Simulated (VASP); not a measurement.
Crystal: ZnS (sol).

```
Zn S
1.0
     3.82300    0.00000    0.00000
    -1.91150    3.31082    0.00000
     0.00000    0.00000    6.26100
Zn S
2 2
Direct
  0.33333 0.66667 0.00000
  0.66667 0.33333 0.50000
  0.33333 0.66667 0.37500
  0.66667 0.33333 0.87500
```

| Item | Value |
| --- | --- |
| Program | VASP 6.6.1 |
| Task | relaxation of cell and atoms |
| Functional | PBEsol |
| Potentials or basis | VASP PAW PBE potentials, release 64 (Zn, S) |
| Cutoff | 600 eV |
| k mesh | 9 × 9 × 6 |
| Occupations | gaussian, width 0.02 eV |
| Spin | no spin polarisation |

At the start: pressure -2.0 GPa; volume 19.81 Å³/atom.

Question: Where does the relaxation end?

Answer: Over 14 steps the energy falls by 3.5 meV/atom and the volume is 19.28 Å³/atom (-2.7 %); space group P6_3mc (No. 186, to 0.05 Å).

Step by step:
```
step  energy change (eV)  largest force (eV/Å)  pressure (GPa)  volume (Å³)
   1              0.0000                0.0093           -2.04        79.25
   2             -0.0123                0.0155            0.77        76.39
   3             -0.0140                0.0138           -0.01        77.11
   4             -0.0140                0.0139            0.05        77.06
   5             -0.0140                0.0097            0.00        77.13
   6             -0.0140                0.0049           -0.07        77.20
   7             -0.0140                0.0059           -0.09        77.18
   8             -0.0140                0.0077           -0.03        77.16
   9             -0.0140                0.0067           -0.08        77.17
  10             -0.0140                0.0034            0.00        77.14
  11             -0.0140                0.0018           -0.05        77.13
  12             -0.0140                0.0007            0.02        77.11
  13             -0.0140                0.0003           -0.02        77.12
  14             -0.0140                0.0010           -0.01        77.12
```

Final structure:
```xyz
4
Lattice="3.7855 0.0000 0.0000 -1.8927 3.2783 0.0000 0.0000 0.0000 6.2142" Properties=species:S:1:pos:R:3 pbc="T T T"
Zn    0.0000    2.1856    0.0026
Zn    1.8927    1.0928    3.1097
S     0.0000    2.1856    2.3277
S     1.8927    1.0928    5.4348
```

Caveat: the PAW data sets were made with another functional, which shifts forces and pressure a little.
